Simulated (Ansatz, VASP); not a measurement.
# MgO in VASP and in Ansatz

The input INCAR:

```
SYSTEM = MgO
PREC     = Accurate       ! precision mode
ENCUT    = 520            ! plane-wave cutoff, eV
EDIFF    = 1E-6           ! SCF threshold, eV
ISMEAR   = 0              ! smearing method
SIGMA    = 0.05           ! smearing width, eV
LREAL    = .False.        ! projectors in reciprocal space
LASPH    = .True.         ! aspherical terms in the spheres
NELM     = 100            ! most SCF steps
ALGO     = Normal         ! electronic algorithm
ISIF     = 2              ! what is computed and relaxed
LWAVE    = .False.        ! write WAVECAR
LCHARG   = .False.        ! write CHGCAR
GGA      = PE             ! functional
NBANDS   = 26             ! bands
```

KPOINTS

```
Automatic mesh
0
Gamma
  9 9 4
  0 0 0
```

File POSCAR:

```
MgO
1.0
    3.4159013761      0.0000000000      0.0000000000
   -1.7079506881      2.9582573685      0.0000000000
    0.0000000000      0.0000000000      9.6970608265
Mg O
4 4
Direct
    0.3333333333      0.6666666667      0.9694906392
    0.0000000000      0.0000000000      0.2208211786
    0.0000000000      0.0000000000      0.7208211786
    0.6666666667      0.3333333333      0.4694906392
    0.3333333333      0.6666666667      0.7800420079
    0.0000000000      0.0000000000      0.5296443544
    0.0000000000      0.0000000000      0.0296443544
    0.6666666667      0.3333333333      0.2800420079
```

Input for Ansatz:

```yaml
crystal:
  lattice:
    - [3.4159013761, 0.0, 0.0]
    - [-1.7079506881, 2.9582573685, 0.0]
    - [0.0, 0.0, 9.6970608265]
  atoms:
    - { symbol: Mg, position: [0.3333333333, 0.6666666667, 0.9694906392] }
    - { symbol: Mg, position: [0.0, 0.0, 0.2208211786] }
    - { symbol: Mg, position: [0.0, 0.0, 0.7208211786] }
    - { symbol: Mg, position: [0.6666666667, 0.3333333333, 0.4694906392] }
    - { symbol: O, position: [0.3333333333, 0.6666666667, 0.7800420079] }
    - { symbol: O, position: [0.0, 0.0, 0.5296443544] }
    - { symbol: O, position: [0.0, 0.0, 0.0296443544] }
    - { symbol: O, position: [0.6666666667, 0.3333333333, 0.2800420079] }
basis:
  ecutwfc: 520.0
kpoints:
  mp_grid: { grid: [9, 9, 4] }
hamiltonian:
  xc: pbe
  pseudopotentials: { kind: paw, azcp: { folder: soft_1 } }
scf:
  occupations: { method: gaussian, width: 0.05 }
output:
  forces: true
  stress: true
  eigenvalues: true
```

Alike in both runs: task single point; functional PBE; k mesh 9 × 9 × 4; occupations gaussian, width 0.05 eV; no spin polarisation.

|  | VASP | Ansatz |
| --- | --- | --- |
| version | VASP 6.6.1 | Ansatz 0.2.0 |
| potentials or method | VASP PAW PBE potentials, release 64 (Mg, O), cutoff 520 eV | scalar-relativistic, plane waves, PAW |
| valence electrons in the cell | 32 | 64 |

Ansatz gave:

```
gap on the k mesh at the Fermi level (eV)                     : 3.19
least direct gap on the mesh (eV)                             : 3.19
pressure (GPa)                                                : 2.1
traceless stress, the component that is largest in VASP (GPa) : 19.42
rms of the force components (eV/Å)                            : 0.898
```

Q: Estimate VASP's values.

A: gap on the k mesh at the Fermi level (eV): 3.17; least direct gap on the mesh (eV): 3.17; pressure (GPa): 1.7; traceless stress, the component that is largest in VASP (GPa): 19.73; rms of the force components (eV/Å): 0.911.

Atom by atom the forces differ by 0.013 eV/Å (rms over components). The functional is the same, so the differences come from potentials, cutoffs and numerics. VASP's potentials hold 32 valence electrons a cell and Ansatz's 64, so a difference there can come from the potentials and not from the codes.
